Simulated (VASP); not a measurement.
# SiC (Imm2) in VASP: notebook

Runs on SiC. Level: PBE. Tasks: single point.

Everything below comes from runs of VASP 6.6.1. Logs are shortened: lines on timing, memory, paths and dates and some standing lists are left out, and cuts for length are marked.

## Step 1: The cell of the first run

It takes space group Imm2 (No. 44, orthorhombic). Conventional cell: a = 3.017 Å, b = 3.132 Å, c = 4.348 Å, α = 90.00°, β = 90.00°, γ = 90.00°. Si (site symmetry mm2) has 4 C at 1.86 to 1.91 Å within 2.5 Å. C (site symmetry mm2) has 4 Si at 1.86 to 1.91 Å within 2.5 Å.

## Step 2: Single point, PBE (strain +0.0375 x Voigt [0, 0, 0, 0, 1, 0])

INCAR

```
SYSTEM = SiC
PREC = Accurate
ENCUT = 520
EDIFF = 1E-6
ISMEAR = 0
SIGMA = 0.05
LREAL = .FALSE.
LASPH = .TRUE.
NELM = 80
ALGO = Normal
ISIF = 2
LWAVE = .FALSE.
LCHARG = .FALSE.
GGA = PE
NBANDS = 11
```

KPOINTS

```
regular mesh
0
G
  12 12 12
  0 0 0
```

POSCAR

```
SiC
1.0
    0.0407625000      2.1740000000      2.1740000000
    2.2147625000      0.0000000000      2.2147625000
    2.1740000000      2.1740000000      0.0407625000
Si C
1 1
Direct
    0.0000000000      0.0000000000      0.0000000000
    0.7500000000      0.7500000000      0.7500000000
```

Potentials or basis: VASP PAW PBE potentials, release 64 (Si, C).

Started as:

```console
$ cat potpaw_PBE.64/Si/POTCAR potpaw_PBE.64/C/POTCAR > POTCAR
$ mpirun -np 1 vasp_std > vasp.out
```

OUTCAR:

```text
SYSTEM = SiC
   PREC = Accurate
   ENCUT = 520
   EDIFF = 1E-6
   ISMEAR = 0
   LREAL = .FALSE.
   LASPH = .TRUE.
   NELM = 80
   ISIF = 2
   GGA = PE

 ion  position               nearest neighbor table
   1  0.000  0.000  0.000-   2 1.86   2 1.86   2 1.91   2 1.91
   2  0.750  0.750  0.750-   1 1.86   1 1.86   1 1.91   1 1.91

  LATTYP: Found a body centered orthorhombic cell.
 ALAT       =     3.0168534043
 B/A-ratio  =     1.0382165605
 C/A-ratio  =     1.4412367515

  Lattice vectors:

 A1 = (   0.0407625000,  -2.1740000000,   2.1740000000)
 A2 = (  -0.0407625000,  -2.1740000000,  -2.1740000000)
 A3 = (   2.1740000000,   2.1740000000,   0.0407625000)

Analysis of symmetry for initial positions (statically):
=====================================================================
 Subroutine PRICEL returns:
 Original cell was already a primitive cell.

 Routine SETGRP: Setting up the symmetry group for a
 body centered orthorhombic supercell.

 Subroutine GETGRP returns: Found  4 space group operations
 (whereof  4 operations were pure point group operations)
 out of a pool of  8 trial point group operations.

The static configuration has the point symmetry C_2v.

Analysis of symmetry for dynamics (positions and initial velocities):
=====================================================================
 Subroutine PRICEL returns:
 Original cell was already a primitive cell.

 Routine SETGRP: Setting up the symmetry group for a
 body centered orthorhombic supercell.

 Subroutine GETGRP returns: Found  4 space group operations
 (whereof  4 operations were pure point group operations)
 out of a pool of  8 trial point group operations.

The dynamic configuration has the point symmetry C_2v.

 Subroutine INISYM returns: Found  4 space group operations
 (whereof  4 operations are pure point group operations),
 and found     1 'primitive' translations

----------------------------------------------------------------------------------------

                                     Primitive cell

  volume of cell :      20.5426

  direct lattice vectors                    reciprocal lattice vectors
     0.040762500  2.174000000  2.174000000    -0.234385529  0.229990800  0.234385529
     2.214762500  0.000000000  2.214762500     0.225757841 -0.229990800  0.225757841
     2.174000000  2.174000000  0.040762500     0.234385529  0.229990800 -0.234385529

  length of vectors
     3.074770492  3.132147165  3.074770492     0.403446305  0.393483130  0.403446305

  position of ions in fractional coordinates (direct lattice)
     0.000000000  0.000000000  0.000000000
     0.750000000  0.750000000  0.750000000

  ion indices of the primitive-cell ions
   primitive index   ion index
                 1           1
                 2           2

----------------------------------------------------------------------------------------

 KPOINTS: regular mesh

Automatic generation of k-mesh.
 Grid dimensions read from file:
 generate k-points for:   12   12   12

 Generating k-lattice:

  Cartesian coordinates                     Fractional coordinates (reciprocal lattice)
    -0.019532127  0.019165900  0.019532127     0.083333333  0.000000000  0.000000000
     0.018813153 -0.019165900  0.018813153     0.000000000  0.083333333 -0.000000000
     0.019532127  0.019165900 -0.019532127     0.000000000  0.000000000  0.083333333

  Length of vectors
     0.033620525  0.032790261  0.033620525

  Shift w.r.t. Gamma in fractional coordinates (k-lattice)
     0.000000000  0.000000000  0.000000000

 Subroutine IBZKPT returns following result:
 ===========================================

 Found    280 irreducible k-points:

 Following reciprocal coordinates:
            Coordinates               Weight
  0.000000  0.000000  0.000000      1.000000
  0.083333  0.000000 -0.000000      4.000000
  0.166667  0.000000  0.000000      4.000000
  0.250000  0.000000  0.000000      4.000000
  0.333333  0.000000 -0.000000      4.000000
  0.416667  0.000000  0.000000      4.000000
[... 16 lines left out ...]
  0.250000  0.166667  0.000000      8.000000
  0.333333  0.166667  0.000000      8.000000
 [... further k-points ...]
   k-points           NKPTS =    280   k-points in BZ     NKDIM =    280   number of bands    NBANDS=     11
   number of dos      NEDOS =    301   number of ions     NIONS =      2
   total plane-waves  NPLWV =  13824
   dimension x,y,z NGX =    24 NGY =   24 NGZ =   24
   dimension x,y,z NGXF=    48 NGYF=   48 NGZF=   48
   ions per type =               1   1
   NGX,Y,Z   is equivalent  to a cutoff of  12.98, 12.74, 12.98 a.u.
   NGXF,Y,Z  is equivalent  to a cutoff of  25.95, 25.48, 25.95 a.u.
 SYSTEM =  SiC
   PREC   = accura    normal or accurate (medium, high low for compatibility)
   ISTART =      0    job   : 0-new  1-cont  2-samecut
   ICHARG =      2    charge: 1-file 2-atom 10-const
   ISPIN  =      1    spin polarized calculation?
   LNONCOLLINEAR =      F non collinear calculations
   LSORBIT =      F    spin-orbit coupling
   LASPH  =      T    aspherical Exc in radial PAW
   ENCUT  =  520.0 eV  38.22 Ry    6.18 a.u.   5.72  5.82  5.72*2*pi/ulx,y,z
   NELM   =     80;   NELMIN=  2; NELMDL= -5     # of ELM steps
   EDIFF  = 0.1E-05   stopping-criterion for ELM
   LREAL  =      F    real-space projection
   EDIFFG = 0.1E-04   stopping-criterion for IOM
   NSW    =      0    number of steps for IOM
   IBRION =     -1    ionic relax: 0-MD 1-quasi-New 2-CG
   NFREE  =      0    steps in history (QN), initial steepest desc. (CG)
   ISIF   =      2    stress and relaxation
   ISYM   =      2    0-nonsym 1-usesym 2-fastsym
   POTIM  = 0.5000    time-step for ionic-motion
   TEBEG  =    0.0;   TEEND  =   0.0 temperature during run
   PSTRESS=    0.0 pullay stress
   NELECT =       8.0000    total number of electrons
   NUPDOWN=      -1.0000    fix difference up-down
   EMIN   =  10.00;   EMAX   =-10.00  energy-range for DOS
   EFERMI =   0.00;   METHOD = LEGACY
   ISMEAR =     0;   SIGMA  =   0.05  broadening in eV -4-tet -1-fermi 0-gaus
   EFERMI_NEDOS =   21; number of points for ismear=-14 and -15
   IALGO  =     38    algorithm
   IMIX   =      4    mixing-type and parameters
     AMIX     =   0.40;   BMIX     =  1.00
     AMIX_MAG =   1.60;   BMIX_MAG =  1.00
  volume/ion in A,a.u.               =      10.27        69.31
  Fermi-wavevector in a.u.,A,eV,Ry     =   1.195509  2.259184 19.446016  1.429242
  Thomas-Fermi vector in A             =   2.331473
   LORBIT       =      0    0 simple, 1 ext, 2 COOP (PROOUT), +10 PAW based schemes
   GGA     = PE    functional components
   LHFCALC =     F    Hartree Fock is set to
   AEXX    =    0.0000 exact exchange contribution
   IVDW    =     0    specifies the selected vdW correction
   LEPSILON=     F    determine dielectric tensor
   LRPA    =     F    only Hartree local field effects (RPA)
 non-spin polarized calculation
 Gauss-broadening in eV      SIGMA  =   0.05
  energy-cutoff  :      520.00
  volume of cell :       20.54
 maximum number of plane-waves:       567
   NGX = 11   NGY = 11   NGZ = 11

 number of electron       8.0000000 magnetization

 Free energy of the ion-electron system (eV)
  ---------------------------------------------------
  ext. energy  EPLUGINS =         0.00000000
  ---------------------------------------------------
  free energy    TOTEN  =       -15.02877636 eV

  energy without entropy =      -15.02877636  energy(sigma->0) =      -15.02877636

 E-fermi :   8.5519     XC(G=0): -11.3877

 val. band max:        8.3019285740   @ k =   0.0000   0.0000   0.0000
 cond. band min:       9.4851964220   @ k =   0.5000   0.0000   0.5000
 fundamental gap:      1.1832678480
 Fermi energy:         8.5518934122

 k-point     1 :       0.0000    0.0000    0.0000
  band No.  band energies     occupation
      1      -7.2750      2.00000
      2       8.0821      2.00000
      3       8.1747      2.00000
      4       8.3019      2.00000
      5      14.2293      0.00000
      6      15.1201      0.00000
      7      15.8364      0.00000
      8      15.9902      0.00000
      9      22.7344      0.00000
     10      22.7625      0.00000
     11      24.7698      0.00000

 k-point     2 :       0.0833    0.0000   -0.0000
  band No.  band energies     occupation
      1      -7.1344      2.00000
      2       7.5585      2.00000
      3       7.9831      2.00000
      4       8.1153      2.00000
      5      14.3591      0.00000
      6      15.3171      0.00000
      7      15.9806      0.00000
      8      16.2085      0.00000
      9      21.8810      0.00000
     10      21.9875      0.00000
     11      24.6498      0.00000

 k-point     3 :       0.1667    0.0000    0.0000
  band No.  band energies     occupation
      1      -6.7165      2.00000
      2       5.9497      2.00000
      3       7.7412      2.00000
      4       7.8457      2.00000
      5      14.2857      0.00000
      6      15.7128      0.00000
      7      16.2155      0.00000
      8      16.9926      0.00000
      9      20.9481      0.00000
     10      21.2307      0.00000
     11      23.8771      0.00000

 k-point     4 :       0.2500    0.0000    0.0000
  band No.  band energies     occupation
      1      -6.0356      2.00000
      2       4.0230      2.00000
      3       7.4622      2.00000
      4       7.5355      2.00000
      5      13.9677      0.00000
      6      15.8332      0.00000
      7      16.2587      0.00000
      8      17.7782      0.00000
      9      21.0082      0.00000
     10      21.4814      0.00000
     11      23.3698      0.00000

 k-point     5 :       0.3333    0.0000   -0.0000
  band No.  band energies     occupation
      1      -5.1291      2.00000
      2       2.1068      2.00000
      3       7.2264      2.00000
      4       7.2700      2.00000
      5      13.6638      0.00000
      6      15.5519      0.00000
      7      15.9490      0.00000
      8      18.1823      0.00000
      9      22.1752      0.00000
     10      22.7039      0.00000
     11      23.6200      0.00000
[... 211 lines left out ...]
 k-point    21 :       0.0833    0.1667    0.0000
  band No.  band energies     occupation
      1      -6.7884      2.00000
      2       6.2650      2.00000
      3       7.5144      2.00000
      4       7.8166      2.00000
      5      14.6236      0.00000
      6      15.5902      0.00000
      7      16.5284      0.00000
      8      16.7632      0.00000
      9      20.0043      0.00000
     10      22.6659      0.00000
     11      25.2540      0.00000

 k-point    22 :       0.1667    0.1667    0.0000
  band No.  band energies     occupation
      1      -6.5510      2.00000
      2       6.3888      2.00000
      3       7.0692      2.00000
      4       7.0881      2.00000
      5      13.7674      0.00000
      6      15.4522      0.00000
      7      17.2917      0.00000
      8      17.4153      0.00000
      9      19.1113      0.00000
     10      23.5449      0.00000
     11      26.7863      0.00000

 k-point    23 :       0.2500    0.1667    0.0000
  band No.  band energies     occupation
      1      -6.0437      2.00000
      2       5.1386      2.00000
      3       6.6622      2.00000
      4       6.8399      2.00000
      5      13.2634      0.00000
      6      15.3244      0.00000
      7      17.1986      0.00000
      8      17.8637      0.00000
      9      19.8905      0.00000
     10      23.6674      0.00000
     11      26.3271      0.00000

 k-point    24 :       0.3333    0.1667    0.0000
  band No.  band energies     occupation
      1      -5.2879      2.00000
      2       3.4498      2.00000
      3       6.3695      2.00000
      4       6.4278      2.00000
      5      13.0336      0.00000
      6      15.6887      0.00000
      7      16.8450      0.00000
      8      17.8670      0.00000
      9      21.0370      0.00000
     10      24.3754      0.00000
     11      25.9309      0.00000

 [... further k-points ...]
[... 5 lines left out ...]
  --------------------------------------------------------------------------------------
  -------------------------------------------------------------------------------------
  Total        0.6793200      0.6398524      0.6793200      0.0000000      0.0000000     -1.3478073
  in kB       52.9820869     49.9039010     52.9820869      0.0000000      0.0000000   -105.1193026
  external PRESSURE =      51.9560250 kB  Pullay stress =       0.0000000 kB

 VOLUME and BASIS-vectors are now :
 -----------------------------------------------------------------------------
  energy-cutoff  :      520.00
  volume of cell :       20.54
      direct lattice vectors                 reciprocal lattice vectors
     0.040762500  2.174000000  2.174000000    -0.234385529  0.229990800  0.234385529
     2.214762500  0.000000000  2.214762500     0.225757841 -0.229990800  0.225757841
     2.174000000  2.174000000  0.040762500     0.234385529  0.229990800 -0.234385529

 POSITION                                       TOTAL-FORCE (eV/Angst)
 -----------------------------------------------------------------------------------
      0.00000      0.00000      0.00000        -0.000000     -0.328387     -0.000000
      3.32214      3.26100      3.32214         0.000000      0.328387      0.000000
 -----------------------------------------------------------------------------------
    total drift:                               -0.000000     -0.000127     -0.000000

  FREE ENERGIE OF THE ION-ELECTRON SYSTEM (eV)
  ---------------------------------------------------
  free  energy   TOTEN  =       -15.0287763594 eV

  energy  without entropy=      -15.0287763594  energy(sigma->0) =      -15.02877636
```

Run time: 16 s. Hardware: 1 thread of Intel Xeon 6975P-C (Granite Rapids), shared host; peak memory 0.17 GiB.

Results:

| Property | Result |
| --- | --- |
| Free energy | -15.0288 eV |
| Pressure | 5.2 GPa |
| Largest force | 0.328 eV/Å |
| Band gap on the k mesh | 1.18 eV, indirect (least direct gap 4.20 eV) |

Forces in eV/Å, atoms in the order of the input:
```
Si   0.000 -0.328  0.000
C    0.000  0.328  0.000
```

Stress tensor (GPa, compression positive):
```
  5.30   0.00 -10.51
  0.00   4.99   0.00
-10.51   0.00   5.30
```

Levels at points of the mesh, in eV from the valence-band top:
```
           k point  band 1  band 2  band 3  band 4  band 5  band 6  band 7  band 8  band 9
(0.00, 0.00, 0.00)  -15.58   -0.22   -0.13    0.00    5.93    6.82    7.53    7.69   14.43
(0.50, 0.00, 0.00)  -11.84   -8.65   -1.28   -1.26    5.10    6.79    7.20    9.90   16.14
(0.00, 0.50, 0.00)  -12.13   -8.72   -1.08   -1.04    5.63    7.11    7.52   10.07   16.02
(0.50, 0.50, 0.00)  -10.52   -7.93   -3.31   -3.31    1.24    4.24   13.78   13.98   14.95
(0.50, 0.00, 0.50)  -10.54   -7.93   -3.60   -3.01    1.18    4.31   13.97   14.07   14.75
```

Caveat: the cell differs from its parent crystal (strain +0.0375 x Voigt [0, 0, 0, 0, 1, 0]). A k mesh can miss the band edges.

## Step 3: Single point, PBE (strain +0.0225 x Voigt [0, 0, 0, 0, 1, 0])

INCAR

```
PREC = Accurate ; ENCUT = 520
EDIFF = 1E-7 ; ISMEAR = 0
SIGMA = 0.05 ; LREAL = False
LASPH = True ; NELM = 100
ALGO = Normal ; ISIF = 2
LWAVE = False ; LCHARG = True
GGA = PE ; LELF = True
LVHAR = True ; NBANDS = 11
```

KPOINTS

```
Automatic mesh
0
Gamma
  12 12 12
```

POSCAR

```
SiC
1.0
    0.0244575000      2.1740000000      2.1740000000
    2.1984575000      0.0000000000      2.1984575000
    2.1740000000      2.1740000000      0.0244575000
Si C
1 1
Direct
    0.0000000000      0.0000000000      0.0000000000
    0.7500000000      0.7500000000      0.7500000000
```

Potentials or basis: VASP PAW PBE potentials, release 64 (Si, C).

Started as:

```console
$ cat potpaw_PBE.64/Si/POTCAR potpaw_PBE.64/C/POTCAR > POTCAR
$ mpirun -np 1 vasp_std > vasp.out
```

Run time: 18 s. Hardware: 1 thread of Intel Xeon 6975P-C (Granite Rapids), shared host; peak memory 0.17 GiB.

Results (log left out):

| Property | Result |
| --- | --- |
| Free energy | -15.0451 eV |
| Pressure | 4.9 GPa |
| Largest force | 0.196 eV/Å |
| Band gap on the k mesh | 1.26 eV, indirect (least direct gap 4.35 eV) |

Forces on the atoms (eV/Å):
```
Si   0.000 -0.196  0.000
C    0.000  0.196  0.000
```

Stress tensor (GPa, compression positive):
```
 4.97  0.00 -6.30
 0.00  4.86  0.00
-6.30  0.00  4.97
```

Levels at points of the mesh, in eV from the valence-band top:
| k point | band 1 | band 2 | band 3 | band 4 | band 5 | band 6 | band 7 | band 8 |
| --- | --- | --- | --- | --- | --- | --- | --- | --- |
| (0.00, 0.00, 0.00) | -15.53 | -0.13 | -0.07 | 0.00 | 6.13 | 7.03 | 7.41 | 7.55 |
| (0.50, 0.00, 0.00) | -11.85 | -8.62 | -1.19 | -1.18 | 5.26 | 6.98 | 7.22 | 9.98 |
| (0.00, 0.50, 0.00) | -12.02 | -8.66 | -1.07 | -1.04 | 5.58 | 7.17 | 7.41 | 10.08 |
| (0.50, 0.50, 0.00) | -10.47 | -7.88 | -3.26 | -3.26 | 1.28 | 4.28 | 13.96 | 14.04 |
| (0.50, 0.00, 0.50) | -10.48 | -7.88 | -3.44 | -3.09 | 1.26 | 4.31 | 14.03 | 14.08 |

Caveat: the cell differs from its parent crystal (strain +0.0225 x Voigt [0, 0, 0, 0, 1, 0]). A k mesh can miss the band edges.

## Step 4: Single point, PBE (strain +0.0075 x Voigt [0, 0, 0, 0, 1, 0])

INCAR

```
  PREC = Accurate
  ENCUT = 520
  EDIFF = 1E-6
  ISMEAR = 0
  SIGMA = 0.05
  LREAL = False
  LASPH = True
  NELM = 80
  ALGO = Normal
  ISIF = 2
  LWAVE = False
  LCHARG = False
  GGA = PE
  NBANDS = 11
```

KPOINTS is that of step 3.

POSCAR

```
SiC
1.0
    0.0081525000      2.1740000000      2.1740000000
    2.1821525000      0.0000000000      2.1821525000
    2.1740000000      2.1740000000      0.0081525000
Si C
1 1
Direct
    0.0000000000      0.0000000000      0.0000000000
    0.7500000000      0.7500000000      0.7500000000
```

Started as:

```console
$ cat potpaw_PBE.64/Si/POTCAR potpaw_PBE.64/C/POTCAR > POTCAR
$ mpirun -np 1 vasp_std > vasp.out
```

It took 15 s on 1 thread of Intel Xeon 6975P-C (Granite Rapids), shared host; peak memory 0.17 GiB.

It converged, with:

```
Free energy            : -15.0532 eV
Pressure               : 4.8 GPa
Largest force          : 0.065 eV/Å
Band gap on the k mesh : 1.33 eV, indirect (least direct gap 4.49 eV)
```

Forces in eV/Å, atoms in the order of the input:
```
Si   0.000 -0.065  0.000
C    0.000  0.065  0.000
```

Stress tensor (GPa, compression positive):
```
 4.80  0.00 -2.10
 0.00  4.79  0.00
-2.10  0.00  4.80
```

Levels at points of the mesh, in eV from the valence-band top:
```csv
k point,band 2,band 3,band 4,band 5,band 6,band 7
"(0.00, 0.00, 0.00)",-0.04,-0.02,0.00,6.28,7.25,7.35
"(0.50, 0.00, 0.00)",-8.59,-1.10,-1.09,5.42,7.16,7.24
"(0.00, 0.50, 0.00)",-8.60,-1.06,-1.05,5.53,7.22,7.31
"(0.50, 0.50, 0.00)",-7.84,-3.22,-3.22,1.33,4.32,14.08
"(0.50, 0.00, 0.50)",-7.84,-3.28,-3.16,1.33,4.33,14.08
```

Caveat: the cell differs from its parent crystal (strain +0.0075 x Voigt [0, 0, 0, 0, 1, 0]). A k mesh can miss the band edges.

## Step 5: Summary

```csv
cell,gap on the mesh (eV),pressure (GPa),largest force (eV/Å)
"a = 3.075, b = 3.132 Å, angles 59.4, 58.8, 59.4°, 2 atoms",1.18,5.2,0.33
"a = 3.075, b = 3.109 Å, angles 59.6, 59.3, 59.6°, 2 atoms",1.26,4.9,0.20
"a = 3.075, b = 3.086 Å, angles 59.9, 59.8, 59.9°, 2 atoms",1.33,4.8,0.07
```

Alike in all rows: task single point; level PBE; potentials or basis VASP PAW PBE potentials, release 64 (Si, C); no spin polarisation; k mesh 12 × 12 × 12; cutoff (eV) 520; smearing gaussian 0.05 eV.

Absolute energies hang on the potentials; compare differences alone.
